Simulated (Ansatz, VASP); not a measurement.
Two plane-wave programs on SiW4

Contents of INCAR:

```
PREC     = Accurate       # precision mode
ENCUT    = 600            # plane-wave cutoff, eV
EDIFF    = 1E-7           # SCF threshold, eV
ISMEAR   = 0              # smearing method
SIGMA    = 0.1            # smearing width, eV
LREAL    = False          # projectors in reciprocal space
LASPH    = True           # aspherical terms in the spheres
NELM     = 60             # most SCF steps
ALGO     = Fast           # electronic algorithm
ISIF     = 3              # what is computed and relaxed
LWAVE    = False          # write WAVECAR
LCHARG   = False          # write CHGCAR
GGA      = PE             # functional
IBRION   = 2              # ionic algorithm
NSW      = 100            # ionic steps
EDIFFG   = -0.01          # ionic threshold
```

Contents of KPOINTS:

```
regular mesh
0
Gamma
  14 14 4
```

POSCAR

```
SiW4
1.0
    2.2423474118     -1.5834852399      0.0000000000
    2.2423474118      1.5834852399      0.0000000000
   -0.3688973821      0.0000000000     11.0994765163
Si W
1 4
Direct
    0.0000000000      0.0000000000      0.0000000000
    0.2718128595      0.2718128595      0.8043661693
    0.2413609035      0.2413609035      0.3989218590
    0.7281871405      0.7281871405      0.1956338307
    0.7586390965      0.7586390965      0.6010781410
```

Input for Ansatz:

```yaml
crystal:
  lattice:
    - [2.2423474118, -1.5834852399, 0.0]
    - [2.2423474118, 1.5834852399, 0.0]
    - [-0.3688973821, 0.0, 11.0994765163]
  atoms:
    - { symbol: Si, position: [0.0, 0.0, 0.0] }
    - { symbol: W, position: [0.2718128595, 0.2718128595, 0.8043661693] }
    - { symbol: W, position: [0.2413609035, 0.2413609035, 0.398921859] }
    - { symbol: W, position: [0.7281871405, 0.7281871405, 0.1956338307] }
    - { symbol: W, position: [0.7586390965, 0.7586390965, 0.601078141] }
basis:
  ecutwfc: 420
kpoints:
  mp_grid: { grid: [14, 14, 4] }
hamiltonian:
  xc: pbe
scf:
  occupations: { method: gaussian, width: 0.1 }
output:
  forces: true
  stress: true
  eigenvalues: true
relax:
  adjacent_minimum: "off"
  f_tol: 0.01
  max_steps: 80
  cell: { stress_tol: 0.05 }
```

Change from the starting cell: the structure that the rattled cell fell into.

Alike in both runs: task relaxation of cell and atoms; functional PBE; k mesh 14 × 14 × 4; occupations gaussian, width 0.1 eV; no spin polarisation.

|  | VASP | Ansatz |
| --- | --- | --- |
| version | VASP 6.6.1 | Ansatz 0.2.0 |
| potentials or method | VASP PAW PBE potentials, release 64 (Si, W_sv), cutoff 600 eV | scalar-relativistic, plane waves, PAW |
| valence electrons in the cell | 60 | 60 |

Ansatz gave:

- gap on the k mesh at the Fermi level, each at its own relaxed structure (eV): none
- relaxed volume (Å³/atom): 15.77
- relaxed length of the cell vector where the two differ most in proportion (Å): 2.749

Q: What did VASP give for the same quantities?

A: gap on the k mesh at the Fermi level, each at its own relaxed structure (eV): none; relaxed volume (Å³/atom): 15.79; relaxed length of the cell vector where the two differ most in proportion (Å): 2.751.

A gap of «none» marks a metal or a gap that the smearing closes.

Neither program's run includes spin-orbit coupling.
